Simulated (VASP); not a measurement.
# RbGa3Te2 (P6/mmm) in VASP: further runs

RbGa3Te2 is run at these levels: PBE; tasks: single point, relaxation of cell and atoms.

All numbers are computed with VASP 6.6.1; they aren't measurements. Logs are shortened: lines on timing, memory, paths and dates and some standing lists are left out, and cuts for length are marked.

## Step 1: The cell of the first run

Symmetry: P6/mmm, No. 191, hexagonal system. The conventional cell has a = 6.596 Å, b = 6.596 Å, c = 3.943 Å, α = 90.00°, β = 90.00°, γ = 120.00°. Within 5.0 Å of Rb (site symmetry 6/mmm) lie 6 Te at 3.81 Å and 12 Ga at 3.84 Å and 2 Rb at 3.94 Å. Ga (site symmetry mmm) has 4 Te at 2.74 Å and 4 Ga at 3.30 Å within 3.6 Å. Within 3.6 Å of Te (site symmetry -6m2) lie 6 Ga at 2.74 Å.

The cell was generated, and may not be a known phase.

## Step 2: Single point, PBE

Contents of INCAR:

```
PREC     = Accurate       # precision mode
ENCUT    = 520            # plane-wave cutoff, eV
EDIFF    = 1E-6           # SCF threshold, eV
ISMEAR   = 0              # smearing method
SIGMA    = 0.1            # smearing width, eV
LREAL    = F              # projectors in reciprocal space
LASPH    = T              # aspherical terms in the spheres
NELM     = 60             # most SCF steps
ALGO     = Fast           # electronic algorithm
ISIF     = 2              # what is computed and relaxed
LWAVE    = F              # write WAVECAR
LCHARG   = F              # write CHGCAR
GGA      = PE             # functional
NBANDS   = 39             # bands
```

Contents of KPOINTS:

```
Automatic mesh
0
Gamma
  3 3 4
```

Contents of POSCAR:

```
RbGa3Te2
1.0
    6.5956786100      0.0000000000      0.0000000000
   -3.2978393100      5.7120252300      0.0000000000
    0.0000000000      0.0000000000      3.9426116900
Rb Ga Te
1 3 2
Direct
    0.0000000000      0.0000000000      0.0000000000
    0.5000000000      0.0000000000      0.5000000000
    0.0000000000      0.5000000000      0.5000000000
    0.5000000000      0.5000000000      0.5000000000
    0.6666666700      0.3333333300      0.0000000000
    0.3333333300      0.6666666700      0.0000000000
```

Potentials or basis: VASP PAW PBE potentials, release 64 (Rb_sv, Ga_d, Te).

Launch:

```
> cat potpaw_PBE.64/Rb_sv/POTCAR potpaw_PBE.64/Ga_d/POTCAR potpaw_PBE.64/Te/POTCAR > POTCAR
> mpirun -np 1 vasp_std > vasp.out
```

OUTCAR:

```text
PREC = Accurate
   ENCUT = 520
   EDIFF = 1E-6
   ISMEAR = 0
   LREAL = F
   LASPH = T
   NELM = 60
   ISIF = 2
   GGA = PE

 ion  position               nearest neighbor table
   1  0.000  0.000  0.000-   5 3.81   6 3.81   5 3.81   6 3.81   5 3.81   6 3.81   4 3.84   4 3.84
                             4 3.84   4 3.84   2 3.84   2 3.84   2 3.84   2 3.84   3 3.84   3 3.84
   2  0.500  0.000  0.500-   5 2.74   6 2.74   5 2.74   6 2.74   1 3.84   1 3.84   1 3.84   1 3.84

   3  0.000  0.500  0.500-   5 2.74   6 2.74   5 2.74   6 2.74   1 3.84   1 3.84   1 3.84   1 3.84

   4  0.500  0.500  0.500-   5 2.74   6 2.74   5 2.74   6 2.74   1 3.84   1 3.84   1 3.84   1 3.84

   5  0.667  0.333  0.000-   3 2.74   3 2.74   2 2.74   2 2.74   4 2.74   4 2.74   1 3.81   1 3.81
                             1 3.81
   6  0.333  0.667  0.000-   3 2.74   3 2.74   2 2.74   2 2.74   4 2.74   4 2.74   1 3.81   1 3.81
                             1 3.81

  LATTYP: Found a hexagonal cell.
 ALAT       =     6.5956786100
 C/A-ratio  =     0.5977567925

  Lattice vectors:

 A1 = (   6.5956786100,   0.0000000000,   0.0000000000)
 A2 = (  -3.2978393100,   5.7120252300,   0.0000000000)
 A3 = (   0.0000000000,   0.0000000000,   3.9426116900)

Analysis of symmetry for initial positions (statically):
=====================================================================
 Subroutine PRICEL returns:
 Original cell was already a primitive cell.

 Routine SETGRP: Setting up the symmetry group for a
 hexagonal supercell.

 Subroutine GETGRP returns: Found 24 space group operations
 (whereof 24 operations were pure point group operations)
 out of a pool of 24 trial point group operations.

The static configuration has the point symmetry D_6h.

Analysis of symmetry for dynamics (positions and initial velocities):
=====================================================================
 Subroutine PRICEL returns:
 Original cell was already a primitive cell.

 Routine SETGRP: Setting up the symmetry group for a
 hexagonal supercell.

 Subroutine GETGRP returns: Found 24 space group operations
 (whereof 24 operations were pure point group operations)
 out of a pool of 24 trial point group operations.

The dynamic configuration has the point symmetry D_6h.

 Subroutine INISYM returns: Found 24 space group operations
 (whereof 24 operations are pure point group operations),
 and found     1 'primitive' translations

----------------------------------------------------------------------------------------

                                     Primitive cell

  volume of cell :     148.5366

  direct lattice vectors                    reciprocal lattice vectors
     6.595678610  0.000000000  0.000000000     0.151614422  0.087534627  0.000000000
    -3.297839310  5.712025230  0.000000000     0.000000000  0.175069255  0.000000000
     0.000000000  0.000000000  3.942611690     0.000000000  0.000000000  0.253638978

  length of vectors
     6.595678610  6.595678611  3.942611690     0.175069255  0.175069255  0.253638978

  position of ions in fractional coordinates (direct lattice)
     0.000000000  0.000000000  0.000000000
     0.500000000  0.000000000  0.500000000
     1.000000000  0.500000000  0.500000000
     0.500000000  0.500000000  0.500000000
     0.666666670  0.333333330  0.000000000
     0.333333330  0.666666670  0.000000000

  ion indices of the primitive-cell ions
   primitive index   ion index
                 1           1
                 2           2
                 3           3
                 4           4
                 5           5
                 6           6

----------------------------------------------------------------------------------------

 KPOINTS: Automatic mesh

Automatic generation of k-mesh.
 Grid dimensions read from file:
 generate k-points for:    3    3    4

 Generating k-lattice:

  Cartesian coordinates                     Fractional coordinates (reciprocal lattice)
     0.050538141  0.029178209  0.000000000     0.333333333  0.000000000  0.000000000
[... 47 lines left out ...]
 maximum number of plane-waves:      4035
 NGX is ok and might be reduce to    50
   NGX = 25   NGY = 25   NGZ = 15

 number of electron      59.9999991 magnetization

 Free energy of the ion-electron system (eV)
  ---------------------------------------------------
  ext. energy  EPLUGINS =         0.00000000
  ---------------------------------------------------
  free energy    TOTEN  =       -15.34118083 eV

  energy without entropy =      -15.32445853  energy(sigma->0) =      -15.33281968

 E-fermi :   6.0389     XC(G=0):  -9.8534

 val. band max:        6.0033756994   @ k =   0.3333   0.0000   0.0000
 cond. band min:       6.1190407839   @ k =   0.3333   0.3333   0.2500
 fundamental gap:      0.1156650846
 Fermi energy:         6.0389291000

 k-point     1 :       0.0000    0.0000    0.0000
  band No.  band energies     occupation
      1     -21.6835      2.00000
      2      -9.3194      2.00000
      3      -9.1986      2.00000
      4      -9.1391      2.00000
      5      -9.1087      2.00000
      6      -9.1087      2.00000
[... 31 lines left out ...]
     38      10.0885      0.00000
     39      11.2720      0.00000

 k-point     2 :       0.3333    0.0000    0.0000
  band No.  band energies     occupation
      1     -21.6832      2.00000
      2      -9.2527      2.00000
      3      -9.1764      2.00000
      4      -9.1261      2.00000
      5      -9.1149      2.00000
      6      -9.1119      2.00000
[... 31 lines left out ...]
     38      10.6825      0.00000
     39      11.2430      0.00000

 k-point     3 :       0.3333    0.3333    0.0000
  band No.  band energies     occupation
      1     -21.6831      2.00000
      2      -9.1723      2.00000
      3      -9.1723      2.00000
      4      -9.1457      2.00000
      5      -9.1457      2.00000
      6      -9.1023      2.00000
[... 202 lines left out ...]
 k-point     8 :       0.3333    0.0000    0.5000
  band No.  band energies     occupation
      1     -21.6505      2.00000
      2      -9.3617      2.00000
      3      -9.2008      2.00000
      4      -9.1459      2.00000
      5      -9.1258      2.00000
      6      -9.0959      2.00000
[... 31 lines left out ...]
     38      10.9989      0.00000
     39      11.4095      0.00000

 k-point     9 :       0.3333    0.3333    0.5000
  band No.  band energies     occupation
      1     -21.6504      2.00000
      2      -9.2879      2.00000
      3      -9.2879      2.00000
      4      -9.1206      2.00000
      5      -9.1030      2.00000
      6      -9.1030      2.00000
[... 31 lines left out ...]
     38      10.5353      0.00000
     39      10.5353      0.00000

------------------------ aborting loop because EDIFF is reached ----------------------------------------

  FORCE on cell =-STRESS in cart. coord.  units (eV):
  Direction    XX          YY          ZZ          XY          YZ          ZX
  --------------------------------------------------------------------------------------
  -------------------------------------------------------------------------------------
  Total        8.4333851      8.4333851     16.1984312     -0.0000000     -0.0000000      0.0000000
  in kB       90.9659601     90.9659601    174.7229408     -0.0000001     -0.0000000      0.0000000
  external PRESSURE =     118.8849537 kB  Pullay stress =       0.0000000 kB

 VOLUME and BASIS-vectors are now :
 -----------------------------------------------------------------------------
  energy-cutoff  :      520.00
  volume of cell :      148.54
      direct lattice vectors                 reciprocal lattice vectors
     6.595678610  0.000000000  0.000000000     0.151614422  0.087534627  0.000000000
    -3.297839310  5.712025230  0.000000000     0.000000000  0.175069255  0.000000000
     0.000000000  0.000000000  3.942611690     0.000000000  0.000000000  0.253638978

 POSITION                                       TOTAL-FORCE (eV/Angst)
 -----------------------------------------------------------------------------------
      0.00000      0.00000      0.00000         0.000000      0.000000     -0.000000
      3.29784      0.00000      1.97131         0.000000      0.000000     -0.000000
     -1.64892      2.85601      1.97131         0.000000      0.000000     -0.000000
      1.64892      2.85601      1.97131         0.000000      0.000000     -0.000000
      3.29784      1.90401      0.00000         0.000000     -0.000000     -0.000000
     -0.00000      3.80802      0.00000        -0.000000      0.000000      0.000000
 -----------------------------------------------------------------------------------
    total drift:                               -0.000000     -0.000000      0.000000

  FREE ENERGIE OF THE ION-ELECTRON SYSTEM (eV)
  ---------------------------------------------------
  free  energy   TOTEN  =       -15.3411808318 eV

  energy  without entropy=      -15.3244585323  energy(sigma->0) =      -15.33281968
```

It took 98 s on 1 thread of Intel Xeon 6975P-C (Granite Rapids), shared host; peak memory 0.29 GiB.

Results:

```
Free energy            : -15.3412 eV
Pressure               : 11.9 GPa
Band gap on the k mesh : zero (bands 30 and 31 overlap by 2.90 eV)
```

Stress tensor (GPa, compression positive):
```
 9.10  0.00  0.00
 0.00  9.10  0.00
 0.00  0.00 17.47
```

Caveat: the k points lie up to 0.40 Å⁻¹ apart, too coarse for converged energies and pressures of a metal; spin-orbit coupling is left out, which moves the levels of the heavy elements.

## Step 3: Single point, PBE

This run uses another cell than the first one, of 31.72 Å³/atom.

Contents of INCAR:

```
SYSTEM = RbGa3Te2
PREC     = Accurate       ! precision mode
ENCUT    = 520            ! plane-wave cutoff, eV
EDIFF    = 1E-7           ! SCF threshold, eV
ISMEAR   = 0              ! smearing method
SIGMA    = 0.1            ! smearing width, eV
LREAL    = .False.        ! projectors in reciprocal space
LASPH    = .True.         ! aspherical terms in the spheres
NELM     = 100            ! most SCF steps
ALGO     = Normal         ! electronic algorithm
ISIF     = 2              ! what is computed and relaxed
LWAVE    = .False.        ! write WAVECAR
LCHARG   = .False.        ! write CHGCAR
GGA      = PE             ! functional
NBANDS   = 39             ! bands
```

Contents of KPOINTS:

```
regular mesh
0
Gamma
  3 3 4
  0 0 0
```

Contents of POSCAR:

```
RbGa3Te2
1.0
    6.6645853879      0.0000000029      0.0000000000
   -3.3322926965      5.7717002502      0.0000000000
    0.0000000000      0.0000000000      4.9475896663
Rb Ga Te
1 3 2
Direct
    0.0000000000      0.0000000000      0.0000000000
    0.5000000000      0.0000000000      0.5000000000
    0.0000000000      0.5000000000      0.5000000000
    0.5000000000      0.5000000000      0.5000000000
    0.6666666667      0.3333333333      0.0000000000
    0.3333333333      0.6666666667      0.0000000000
```

Potentials or basis: VASP PAW PBE potentials, release 64 (Rb_sv, Ga_d, Te).

Launch:

```
> cat potpaw_PBE.64/Rb_sv/POTCAR potpaw_PBE.64/Ga_d/POTCAR potpaw_PBE.64/Te/POTCAR > POTCAR
> mpirun -np 1 vasp_std > vasp.out
```

Run time: 42 s. Hardware: 1 thread of Intel Xeon 6975P-C (Granite Rapids), shared host; peak memory 0.34 GiB.

The run converged. Its results:

| Quantity | Value |
| --- | --- |
| Free energy | -16.8727 eV |
| Pressure | 0.0 GPa |
| Band gap on the k mesh | zero (bands 30 and 31 overlap by 0.50 eV) |

Stress tensor (GPa, compression positive):
```
-0.19  0.00  0.00
 0.00 -0.19  0.00
 0.00  0.00  0.26
```

Levels at points of the mesh, in eV from the Fermi level:
```tsv
k point	band 27	band 28	band 29	band 30	band 31	band 32	band 33	band 34
(0.00, 0.00, 0.00)	-1.81	-1.26	-0.35	-0.06	-0.06	1.85	1.85	2.08
(0.00, 0.00, 0.50)	-3.29	-0.66	-0.66	-0.43	-0.43	1.38	2.42	4.53
```

Caveat: the k points lie up to 0.36 Å⁻¹ apart; spin-orbit coupling is left out, which moves the levels of the heavy elements.

## Step 4: Relaxation of cell and atoms, PBE

Contents of INCAR:

```
SYSTEM = RbGa3Te2
ALGO = Normal
EDIFF = 1E-6
EDIFFG = -0.04
ENCUT = 600
GGA = PE
IBRION = 2
ISIF = 3
ISMEAR = 0
LASPH = .True.
LCHARG = .False.
LREAL = .False.
LWAVE = .False.
NELM = 100
NSW = 90
PREC = Accurate
SIGMA = 0.1
```

Contents of KPOINTS:

```
k-points
0
Gamma
  3 3 4
  0 0 0
```

Contents of POSCAR:

```
RbGa3Te2
1.0
    6.5956786100      0.0000000000      0.0000000000
   -3.2978393100      5.7120252300      0.0000000000
    0.0000000000      0.0000000000      3.9426116900
Rb Ga Te
1 3 2
Direct
    0.0000000000      0.0000000000      0.0000000000
    0.5000000000      0.0000000000      0.5000000000
    0.0000000000      0.5000000000      0.5000000000
    0.5000000000      0.5000000000      0.5000000000
    0.6666666700      0.3333333300      0.0000000000
    0.3333333300      0.6666666700      0.0000000000
```

Launch:

```
> cat potpaw_PBE.64/Rb_sv/POTCAR potpaw_PBE.64/Ga_d/POTCAR potpaw_PBE.64/Te/POTCAR > POTCAR
> mpirun -np 1 vasp_std > vasp.out
```

Run time: 5.6 min. Hardware: 1 thread of Intel Xeon 6975P-C (Granite Rapids), shared host; peak memory 0.34 GiB.

Results (log left out):

```yaml
Free_energy: -16.8698 eV
Relaxed_volume: 31.12 Å³/atom
Relaxed_cell: a = 6.557 Å, b = 6.557 Å, c = 5.016 Å, α = 90.00°, β = 90.00°, γ = 120.00°
Space_group_after_relaxing_to_0.1_Å: P6/mmm (No. 191)
Energy_gained_by_relaxing: 254.8 meV/atom
Ionic_steps: 16
Pressure_after_relaxing: 0.1 GPa
Band_gap_on_the_k_mesh: zero (bands 30 and 31 overlap by 0.65 eV)
```

Stress tensor (GPa, compression positive):
```
0.12 0.00 0.00
0.00 0.12 0.00
0.00 0.00 0.00
```

The path:
```tsv
step	energy change (eV)	largest force (eV/Å)	pressure (GPa)	volume (Å³)
1	0.0000	0.0000	11.86	148.54
2	-1.4309	0.0000	0.79	191.29
3	-1.4523	0.0000	0.30	196.18
4	-1.4481	0.0000	-0.68	206.19
5	-1.4589	0.0000	-0.09	200.36
6	-1.4586	0.0000	-0.21	201.50
7	-1.4657	0.0000	-0.19	200.75
8	-1.4819	0.0000	-0.21	198.44
9	-1.5037	0.0000	-0.11	193.56
10	-1.5109	0.0000	0.29	182.88
11	-1.5176	0.0000	-0.03	190.44
12	-1.5280	0.0000	0.26	186.23
13	-1.5269	0.0000	0.26	185.16
14	-1.5280	0.0000	0.23	185.89
15	-1.5124	0.0000	-0.57	190.49
16	-1.5289	0.0000	0.08	186.75
```

Final structure:
```
Rb Ga Te
1.0
     6.55665    0.00000    0.00000
    -3.27832    5.67822    0.00000
     0.00000    0.00000    5.01607
Rb Ga Te
1 3 2
Direct
  0.00000 0.00000 0.00000
  0.50000 0.00000 0.50000
  0.00000 0.50000 0.50000
  0.50000 0.50000 0.50000
  0.66667 0.33333 0.00000
  0.33333 0.66667 0.00000
```

Levels at points of the mesh, in eV from the Fermi level:
| k point | band 26 | band 27 | band 28 | band 29 | band 30 | band 31 | band 32 | band 33 | band 34 | band 35 |
| --- | --- | --- | --- | --- | --- | --- | --- | --- | --- | --- |
| (0.00, 0.00, 0.00) | -1.76 | -1.76 | -1.31 | -0.57 | -0.22 | -0.22 | 1.80 | 1.80 | 2.01 | 2.01 |
| (0.00, 0.00, 0.50) | -3.36 | -3.36 | -0.61 | -0.61 | -0.48 | -0.48 | 1.25 | 2.38 | 4.38 | 4.47 |

Caveat: the k points lie up to 0.37 Å⁻¹ apart in the final cell, too coarse for converged energies and pressures of a metal; the volume moved by over 15 % at a fixed basis, so the end points are rough; spin-orbit coupling is left out, which moves the levels of the heavy elements.

## Step 5: Single point, PBE

This run uses another cell than the first one, of 31.36 Å³/atom.

Contents of INCAR:

```
PREC = Accurate
ENCUT = 520
EDIFF = 1E-6
ISMEAR = 0
SIGMA = 0.1
LREAL = F
LASPH = T
NELM = 100
ALGO = Fast
ISIF = 2
LWAVE = F
LCHARG = F
GGA = PE
NBANDS = 39
```

Contents of KPOINTS:

```
Automatic mesh
0
Gamma
  6 6 8
```

Contents of POSCAR:

```
RbGa3Te2
1.0
    6.6749549651      0.0000000000      0.0000000000
   -3.3374774826      5.7806805688      0.0000000000
    0.0000000000      0.0000000000      4.8762604187
Rb Ga Te
1 3 2
Direct
    0.0000000000      0.0000000000      0.0000000000
    0.5000000000      0.0000000000      0.5000000000
    0.0000000000      0.5000000000      0.5000000000
    0.5000000000      0.5000000000      0.5000000000
    0.6666666667      0.3333333333      0.0000000000
    0.3333333333      0.6666666667      0.0000000000
```

Launch:

```
> cat potpaw_PBE.64/Rb_sv/POTCAR potpaw_PBE.64/Ga_d/POTCAR potpaw_PBE.64/Te/POTCAR > POTCAR
> mpirun -np 1 vasp_std > vasp.out
```

It took 8.2 min on 1 thread of Intel Xeon 6975P-C (Granite Rapids), shared host; peak memory 0.44 GiB.

It converged, with:

* Free energy: -16.8794 eV
* Pressure: 0.0 GPa
* Band gap on the k mesh: zero (bands 30 and 31 overlap by 0.86 eV)

Levels at points of the mesh, in eV from the Fermi level:
| k point | band 28 | band 29 | band 30 | band 31 | band 32 | band 33 |
| --- | --- | --- | --- | --- | --- | --- |
| (0.00, 0.00, 0.00) | -1.45 | -0.45 | -0.10 | -0.10 | 1.74 | 1.74 |
| (0.50, 0.00, 0.00) | -1.37 | -1.24 | -0.22 | 0.13 | 1.39 | 1.69 |
| (0.00, 0.00, 0.50) | -0.86 | -0.86 | -0.61 | -0.61 | 1.32 | 2.34 |
| (0.50, 0.00, 0.50) | -1.43 | -0.54 | 0.05 | 0.99 | 1.46 | 1.80 |

Caveat: spin-orbit coupling is left out, which moves the levels of the heavy elements.

## Step 6: The runs side by side

```csv
task,cell,k mesh,cutoff (eV),gap on the mesh (eV),pressure (GPa)
single point,"a = 6.596, b = 6.596, c = 3.943 Å, angles 90.0, 90.0, 120.0°, 6 atoms",3 × 3 × 4,520,none,11.9
single point,"a = 6.665, b = 6.665, c = 4.948 Å, angles 90.0, 90.0, 120.0°, 6 atoms",3 × 3 × 4,520,none,0.0
relaxation of cell and atoms,"relaxed from a = 6.596, b = 6.596, c = 3.943 Å, angles 90.0, 90.0, 120.0°, 6 atoms",3 × 3 × 4,600,none,0.1
single point,"a = 6.675, b = 6.675, c = 4.876 Å, angles 90.0, 90.0, 120.0°, 6 atoms",6 × 6 × 8,520,none,0.0
```

Alike in all rows: level PBE; potentials or basis VASP PAW PBE potentials, release 64 (Rb_sv, Ga_d, Te); no spin polarisation; smearing gaussian 0.1 eV.

Caveats: some runs use coarse meshes; spin-orbit coupling is left out, which moves the levels of the heavy elements; the volume moved by over 15 % at a fixed basis, so the end points are rough (at least some runs).

Total energies depend on the potentials used, so only differences within one code and one set of settings carry meaning.

The gap in the log of VASP goes by the Fermi energy; the results here count the filled bands.